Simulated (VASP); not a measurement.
# Be2Si (Fm-3m) in VASP: a series of runs

Be2Si is run at these levels: HSE06, PBE-based screened hybrid with 15 % exact exchange; tasks: single point.

All numbers are computed with VASP 6.6.1; they aren't measurements. Logs are shortened: lines on timing, memory, paths and dates and some standing lists are left out, and cuts for length are marked.

**1. The cell of the first run**

Symmetry: Fm-3m, No. 225, cubic system. Conventional cell: a = 5.283 Å, b = 5.283 Å, c = 5.283 Å, α = 90.00°, β = 90.00°, γ = 90.00°. Within 3.0 Å of Si (site symmetry m-3m) lie 8 Be at 2.29 Å. Within 3.0 Å of Be (site symmetry -43m) lie 4 Si at 2.29 Å and 6 Be at 2.64 Å.

**2. Single point, HSE06**

File POSCAR:

```
Be2Si
1.0
    0.0000000000      2.6413830465      2.6413830465
    2.6413830465      0.0000000000      2.6413830465
    2.6413830465      2.6413830465      0.0000000000
Si Be
1 2
Direct
    0.0000000000      0.0000000000      0.0000000000
    0.2500000000      0.2500000000      0.2500000000
    0.7500000000      0.7500000000      0.7500000000
```

File INCAR.step1:

```
SYSTEM = Be2Si
ALGO = Normal ; EDIFF = 1E-5
ENCUT = 520 ; GGA = PE
GGA_COMPAT = .FALSE. ; ISIF = 2
ISMEAR = -1 ; LASPH = .TRUE.
LCHARG = .FALSE. ; LREAL = .FALSE.
LWAVE = .TRUE. ; NBANDS = 11
NELM = 120 ; PREC = Accurate
SIGMA = 0.02
```

File INCAR.step2:

```
SYSTEM = Be2Si
ALGO = Normal ; EDIFF = 1E-6
ENCUT = 520 ; GGA = PE
GGA_COMPAT = .FALSE. ; HFSCREEN = 0.2079
ISIF = 2 ; ISMEAR = -1
ISTART = 1 ; LASPH = .TRUE.
LCHARG = .FALSE. ; LHFCALC = .TRUE.
LREAL = .FALSE. ; LWAVE = .FALSE.
NBANDS = 11 ; NELM = 120
PREC = Accurate ; PRECFOCK = Normal
SIGMA = 0.02
```

File KPOINTS:

```
k-points
0
G
  4 4 4
  0 0 0
```

Potentials or basis: VASP PAW PBE potentials, release 64 (Si, Be).

The run is started by

```
cat potpaw_PBE.64/Si/POTCAR potpaw_PBE.64/Be/POTCAR > POTCAR
cp INCAR.step1 INCAR
mpirun -np 1 vasp_std > vasp.out
cp INCAR.step2 INCAR
mpirun -np 1 vasp_std > vasp.out
```

OUTCAR:

```text
SYSTEM = Be2Si
   EDIFF = 1E-6
   ENCUT = 520
   GGA = PE
   HFSCREEN = 0.2079
   ISIF = 2
   ISMEAR = -1
   ISTART = 1
   LASPH = .TRUE.
   LHFCALC = .TRUE.
   LREAL = .FALSE.
   NELM = 120
   PREC = Accurate
   PRECFOCK = Normal

 ion  position               nearest neighbor table
   1  0.000  0.000  0.000-   2 2.29   3 2.29   3 2.29   3 2.29   3 2.29   2 2.29   2 2.29   2 2.29

   2  0.250  0.250  0.250-   1 2.29   1 2.29   1 2.29   1 2.29
   3  0.750  0.750  0.750-   1 2.29   1 2.29   1 2.29   1 2.29

  LATTYP: Found a face centered cubic cell.
 ALAT       =     5.2827660930

  Lattice vectors:

 A1 = (   0.0000000000,   2.6413830465,   2.6413830465)
 A2 = (   2.6413830465,   0.0000000000,   2.6413830465)
 A3 = (   2.6413830465,   2.6413830465,   0.0000000000)

Analysis of symmetry for initial positions (statically):
=====================================================================
 Subroutine PRICEL returns:
 Original cell was already a primitive cell.

 Routine SETGRP: Setting up the symmetry group for a
 face centered cubic supercell.

 Subroutine GETGRP returns: Found 48 space group operations
 (whereof 48 operations were pure point group operations)
 out of a pool of 48 trial point group operations.

The static configuration has the point symmetry O_h .

Analysis of symmetry for dynamics (positions and initial velocities):
=====================================================================
 Subroutine PRICEL returns:
 Original cell was already a primitive cell.

 Routine SETGRP: Setting up the symmetry group for a
 face centered cubic supercell.

 Subroutine GETGRP returns: Found 48 space group operations
 (whereof 48 operations were pure point group operations)
 out of a pool of 48 trial point group operations.

The dynamic configuration has the point symmetry O_h .

 Subroutine INISYM returns: Found 48 space group operations
 (whereof 48 operations are pure point group operations),
 and found     1 'primitive' translations

----------------------------------------------------------------------------------------

                                     Primitive cell

  volume of cell :      36.8574

  direct lattice vectors                    reciprocal lattice vectors
     0.000000000  2.641383047  2.641383047    -0.189294771  0.189294771  0.189294771
     2.641383047  0.000000000  2.641383047     0.189294771 -0.189294771  0.189294771
     2.641383047  2.641383047  0.000000000     0.189294771  0.189294771 -0.189294771

  length of vectors
     3.735479728  3.735479728  3.735479728     0.327868162  0.327868162  0.327868162

  position of ions in fractional coordinates (direct lattice)
     0.000000000  0.000000000  0.000000000
     0.250000000  0.250000000  0.250000000
     0.750000000  0.750000000  0.750000000

  ion indices of the primitive-cell ions
   primitive index   ion index
                 1           1
                 2           2
                 3           3

----------------------------------------------------------------------------------------

 KPOINTS: k-points

Automatic generation of k-mesh.
 Grid dimensions read from file:
 generate k-points for:    4    4    4

 Generating k-lattice:

  Cartesian coordinates                     Fractional coordinates (reciprocal lattice)
    -0.047323693  0.047323693  0.047323693     0.250000000  0.000000000  0.000000000
     0.047323693 -0.047323693  0.047323693     0.000000000  0.250000000  0.000000000
     0.047323693  0.047323693 -0.047323693     0.000000000  0.000000000  0.250000000

  Length of vectors
     0.081967040  0.081967040  0.081967040

  Shift w.r.t. Gamma in fractional coordinates (k-lattice)
     0.000000000  0.000000000  0.000000000

 Subroutine IBZKPT returns following result:
 ===========================================

 Found      8 irreducible k-points:

 Following reciprocal coordinates:
            Coordinates               Weight
  0.000000  0.000000  0.000000      1.000000
  0.250000  0.000000  0.000000      8.000000
  0.500000  0.000000  0.000000      4.000000
  0.250000  0.250000  0.000000      6.000000
  0.500000  0.250000  0.000000     24.000000
 -0.250000  0.250000  0.000000     12.000000
  0.500000  0.500000  0.000000      3.000000
 -0.250000  0.500000  0.250000      6.000000
   k-points           NKPTS =      8   k-points in BZ     NKDIM =     64   number of bands    NBANDS=     11
   number of dos      NEDOS =    301   number of ions     NIONS =      3
   total plane-waves  NPLWV =  21952
   dimension x,y,z NGX =    28 NGY =   28 NGZ =   28
   dimension x,y,z NGXF=    56 NGYF=   56 NGZF=   56
   ions per type =               1   2
   NGX,Y,Z   is equivalent  to a cutoff of  12.46, 12.46, 12.46 a.u.
   NGXF,Y,Z  is equivalent  to a cutoff of  24.92, 24.92, 24.92 a.u.
 SYSTEM =  Be2Si
   PREC   = accura    normal or accurate (medium, high low for compatibility)
   ISTART =      1    job   : 0-new  1-cont  2-samecut
   ICHARG =      0    charge: 1-file 2-atom 10-const
   ISPIN  =      1    spin polarized calculation?
   LNONCOLLINEAR =      F non collinear calculations
   LSORBIT =      F    spin-orbit coupling
   LASPH  =      T    aspherical Exc in radial PAW
   ENCUT  =  520.0 eV  38.22 Ry    6.18 a.u.   6.95  6.95  6.95*2*pi/ulx,y,z
   NELM   =    120;   NELMIN=  2; NELMDL=  0     # of ELM steps
   EDIFF  = 0.1E-05   stopping-criterion for ELM
   LREAL  =      F    real-space projection
   EDIFFG = 0.1E-04   stopping-criterion for IOM
   NSW    =      0    number of steps for IOM
   IBRION =     -1    ionic relax: 0-MD 1-quasi-New 2-CG
   NFREE  =      0    steps in history (QN), initial steepest desc. (CG)
   ISIF   =      2    stress and relaxation
   ISYM   =      3    0-nonsym 1-usesym 2-fastsym
   POTIM  = 0.5000    time-step for ionic-motion
   TEBEG  =    0.0;   TEEND  =   0.0 temperature during run
   PSTRESS=    0.0 pullay stress
   NELECT =       8.0000    total number of electrons
   NUPDOWN=      -1.0000    fix difference up-down
   EMIN   =  10.00;   EMAX   =-10.00  energy-range for DOS
   EFERMI =   0.00;   METHOD = LEGACY
   ISMEAR =    -1;   SIGMA  =   0.02  broadening in eV -4-tet -1-fermi 0-gaus
   EFERMI_NEDOS =   21; number of points for ismear=-14 and -15
   IALGO  =     38    algorithm
   IMIX   =      1    mixing-type and parameters
     AMIX     =   0.40;   BMIX     =  1.00
     AMIX_MAG =   1.60;   BMIX_MAG =  1.00
  volume/ion in A,a.u.               =      12.29        82.91
  Fermi-wavevector in a.u.,A,eV,Ry     =   0.983853  1.859212 13.169980  0.967966
  Thomas-Fermi vector in A             =   2.115042
   LORBIT       =      0    0 simple, 1 ext, 2 COOP (PROOUT), +10 PAW based schemes
   GGA     = PE    functional components
   LHFCALC =     T    Hartree Fock is set to
   PRECFOCK=normal    Normal, Fast or Accurate (Low or Medium for compatibility)
   ENCUT4O =  -1.0   cutoff for four orbital integrals eV
   NKREDX  =     1    reduce k-point grid by
   NKREDY  =     1    reduce k-point grid by
   NKREDZ  =     1    reduce k-point grid by
   AEXX    =    0.2500 exact exchange contribution
   HFSCREEN=    0.2079 screening length (either q_TF or 0.3 A-1)
   HFSCREENC=   0.2079 screening length for correlation (either q_TF or 0.3 A-1)
   ENCUTFOCK=  -1.0 apply spherical cutoff to Coloumb kernel
   IVDW    =     0    specifies the selected vdW correction
   LEPSILON=     F    determine dielectric tensor
   LRPA    =     F    only Hartree local field effects (RPA)
 non-spin polarized calculation
  energy-cutoff  :      520.00
  volume of cell :       36.86
 maximum number of plane-waves:       998
  NGX = 24; NGY = 24; NGZ = 24

 number of electron       8.0000000 magnetization

 Free energy of the ion-electron system (eV)
  ---------------------------------------------------
  ext. energy  EPLUGINS =         0.00000000
  ---------------------------------------------------
  free energy    TOTEN  =       -12.96618622 eV

  energy without entropy =      -12.96617714  energy(sigma->0) =      -12.96618168

 E-fermi :   6.7412     XC(G=0):  -8.2505

 val. band max:        6.5754428782   @ k =   0.5000   0.5000   0.0000
 cond. band min:       6.9208651379   @ k =   0.2500   0.2500   0.0000
 fundamental gap:      0.3454222597
 Fermi energy:         6.7412212706

 k-point     1 :       0.0000    0.0000    0.0000
  band No.  band energies     occupation
      1      -7.0122      2.00000
      2       7.2890      0.00000
      3       7.2890      0.00000
      4       7.2890      0.00000
      5       7.5155      0.00000
      6       7.5155      0.00000
      7       7.5155      0.00000
      8      13.4399      0.00000
      9      14.8941      0.00000
     10      14.9107      0.00000
     11      14.9107      0.00000

 k-point     2 :       0.2500    0.0000    0.0000
  band No.  band energies     occupation
      1      -6.1149      2.00000
      2       1.9099      2.00000
      3       5.5548      2.00000
      4       5.5548      2.00000
      5       8.9095      0.00000
      6       8.9095      0.00000
      7       9.6257      0.00000
      8      13.5987      0.00000
      9      13.5987      0.00000
     10      13.8597      0.00000
     11      15.8372      0.00000

 k-point     3 :       0.5000    0.0000    0.0000
  band No.  band energies     occupation
      1      -4.2813      2.00000
      2      -1.7391      2.00000
      3       5.0106      2.00000
      4       5.0106      2.00000
      5       8.2515      0.00000
      6       8.2515      0.00000
      7       9.6993      0.00000
      8      13.6411      0.00000
      9      17.9881      0.00000
     10      17.9881      0.00000
     11      18.2773      0.00000
[... 43 lines left out ...]
 k-point     7 :       0.5000    0.5000    0.0000
  band No.  band energies     occupation
      1      -3.2052      2.00000
      2      -0.7467      2.00000
      3       2.1742      2.00000
      4       2.1742      2.00000
      5       6.5754      1.99950
      6       7.2777      0.00000
      7      15.3601      0.00000
      8      15.3601      0.00000
      9      18.7298      0.00000
     10      19.4520      0.00000
     11      19.4520      0.00000

 k-point     8 :      -0.2500    0.5000    0.2500
  band No.  band energies     occupation
      1      -2.9311      2.00000
      2       0.2965      2.00000
      3       0.2965      2.00000
      4       0.9386      2.00000
      5      10.5104      0.00000
      6      10.5104      0.00000
      7      11.7095      0.00000
      8      12.2999      0.00000
      9      15.7369      0.00000
     10      17.7826      0.00000
     11      20.4400      0.00000

------------------------ aborting loop because EDIFF is reached ----------------------------------------

  FORCE on cell =-STRESS in cart. coord.  units (eV):
  Direction    XX          YY          ZZ          XY          YZ          ZX
  --------------------------------------------------------------------------------------
  -------------------------------------------------------------------------------------
  Total       -0.0642635     -0.0642635     -0.0642635     -0.0000000     -0.0000000     -0.0000000
  in kB       -2.7935139     -2.7935139     -2.7935139     -0.0000000     -0.0000000     -0.0000000
  external PRESSURE =      -2.7935139 kB  Pullay stress =       0.0000000 kB

 VOLUME and BASIS-vectors are now :
 -----------------------------------------------------------------------------
  energy-cutoff  :      520.00
  volume of cell :       36.86
      direct lattice vectors                 reciprocal lattice vectors
     0.000000000  2.641383047  2.641383047    -0.189294771  0.189294771  0.189294771
     2.641383047  0.000000000  2.641383047     0.189294771 -0.189294771  0.189294771
     2.641383047  2.641383047  0.000000000     0.189294771  0.189294771 -0.189294771

 POSITION                                       TOTAL-FORCE (eV/Angst)
 -----------------------------------------------------------------------------------
      0.00000      0.00000      0.00000        -0.000000      0.000000      0.000000
      1.32069      1.32069      1.32069        -0.000000      0.000000      0.000000
      3.96207      3.96207      3.96207         0.000000     -0.000000     -0.000000
 -----------------------------------------------------------------------------------
    total drift:                                0.000000     -0.000000      0.000000

  FREE ENERGIE OF THE ION-ELECTRON SYSTEM (eV)
  ---------------------------------------------------
  free  energy   TOTEN  =       -12.9661862211 eV

  energy  without entropy=      -12.9661771435  energy(sigma->0) =      -12.96618168
```

It took 1.8 min on 1 thread of AMD EPYC 9R45 (Zen 5), shared host; peak memory 0.23 GiB.

What came out:

```
Free energy            : -12.9662 eV
Pressure               : -0.3 GPa
Band gap on the k mesh : zero (bands 4 and 5 overlap by 0.71 eV)
```

Levels at points of the mesh, in eV from the Fermi level:
```csv
k point,band 2,band 3,band 4,band 5,band 6,band 7
"(0.00, 0.00, 0.00)",0.55,0.55,0.55,0.77,0.77,0.77
"(0.50, 0.00, 0.00)",-8.48,-1.73,-1.73,1.51,1.51,2.96
"(0.50, 0.50, 0.00)",-7.49,-4.57,-4.57,-0.17,0.54,8.62
```

Caveat: the k points lie up to 0.52 Å⁻¹ apart, too coarse for converged energies and pressures of a metal; the PAW data sets were made with another functional, which shifts forces and pressure a little.

**3. Single point, HSE06**

POSCAR is that of step 2.

File INCAR.step1:

```
ALGO = Normal ; EDIFF = 1E-5
ENCUT = 520 ; GGA = PE
GGA_COMPAT = False ; ISIF = 2
ISMEAR = -1 ; LASPH = True
LCHARG = False ; LREAL = False
LWAVE = True ; NBANDS = 11
NELM = 120 ; PREC = Accurate
SIGMA = 0.02
```

File INCAR.step2:

```
ALGO = Normal ; EDIFF = 1E-6
ENCUT = 520 ; GGA = PE
GGA_COMPAT = False ; HFSCREEN = 0.2079
ISIF = 2 ; ISMEAR = -1
ISTART = 1 ; LASPH = True
LCHARG = False ; LHFCALC = True
LREAL = False ; LWAVE = False
NBANDS = 11 ; NELM = 120
PREC = Accurate ; PRECFOCK = Normal
SIGMA = 0.02
```

File KPOINTS:

```
k-points
0
Gamma
  4 4 4
```

Potentials or basis: VASP PAW PBE potentials, release 64 (Si, Be).

The run is started by

```
cat potpaw_PBE.64/Si/POTCAR potpaw_PBE.64/Be/POTCAR > POTCAR
cp INCAR.step1 INCAR
mpirun -np 1 vasp_std > vasp.out
cp INCAR.step2 INCAR
mpirun -np 1 vasp_std > vasp.out
```

It took 1.7 min on 1 thread of AMD EPYC 9R45 (Zen 5), shared host; peak memory 0.23 GiB.

The run converged. Its results:

* Free energy: -12.9662 eV
* Pressure: -0.3 GPa
* Band gap on the k mesh: zero (bands 4 and 5 overlap by 0.71 eV)

Levels at points of the mesh, in eV from the Fermi level:
```csv
k point,band 1,band 2,band 3,band 4,band 5,band 6,band 7,band 8,band 9
"(0.00, 0.00, 0.00)",-13.75,0.55,0.55,0.55,0.77,0.77,0.77,6.70,8.15
"(0.50, 0.00, 0.00)",-11.02,-8.48,-1.73,-1.73,1.51,1.51,2.96,6.90,11.25
"(0.50, 0.50, 0.00)",-9.95,-7.49,-4.57,-4.57,-0.17,0.54,8.62,8.62,11.99
```

Caveat: the k points lie up to 0.52 Å⁻¹ apart, too coarse for converged energies and pressures of a metal; the PAW data sets were made with another functional, which shifts forces and pressure a little.

**4. Single point, PBE-based screened hybrid with 15 % exact exchange**

POSCAR is that of step 3.

File INCAR.step1:

```
SYSTEM = Be2Si
  ALGO = Normal
  EDIFF = 1E-5
  ENCUT = 520
  GGA = PE
  GGA_COMPAT = .False.
  ISIF = 2
  ISMEAR = -1
  LASPH = .True.
  LCHARG = .False.
  LREAL = .False.
  LWAVE = .True.
  NBANDS = 11
  NELM = 120
  PREC = Accurate
  SIGMA = 0.02
```

File INCAR.step2:

```
SYSTEM = Be2Si
  AEXX = 0.15
  ALGO = Normal
  EDIFF = 1E-6
  ENCUT = 520
  GGA = PE
  GGA_COMPAT = .False.
  HFSCREEN = 0.5
  ISIF = 2
  ISMEAR = -1
  ISTART = 1
  LASPH = .True.
  LCHARG = .False.
  LHFCALC = .True.
  LREAL = .False.
  LWAVE = .False.
  NBANDS = 11
  NELM = 120
  PREC = Accurate
  PRECFOCK = Normal
  SIGMA = 0.02
```

File KPOINTS:

```
k-points
0
Gamma
  4 4 4
  0 0 0
```

The run is started by

```
cat potpaw_PBE.64/Si/POTCAR potpaw_PBE.64/Be/POTCAR > POTCAR
cp INCAR.step1 INCAR
mpirun -np 1 vasp_std > vasp.out
cp INCAR.step2 INCAR
mpirun -np 1 vasp_std > vasp.out
```

Wall time 84 s (1 thread of AMD EPYC 9R45 (Zen 5), shared host); peak memory 0.23 GiB.

It converged, with:

- Free energy: -12.2946 eV
- Pressure: 0.2 GPa
- Band gap on the k mesh: zero (bands 4 and 5 overlap by 0.68 eV)

Levels at points of the mesh, in eV from the Fermi level:
```tsv
k point	band 1	band 2	band 3	band 4	band 5	band 6	band 7	band 8
(0.00, 0.00, 0.00)	-12.56	0.53	0.53	0.53	0.88	0.88	0.88	6.36
(0.50, 0.00, 0.00)	-10.01	-7.60	-1.36	-1.36	1.40	1.40	2.72	6.57
(0.50, 0.50, 0.00)	-9.02	-6.67	-3.98	-3.98	-0.15	0.47	8.11	8.11
```

Caveat: the k points lie up to 0.52 Å⁻¹ apart, too coarse for converged energies and pressures of a metal; the PAW data sets were made with another functional, which shifts forces and pressure a little.
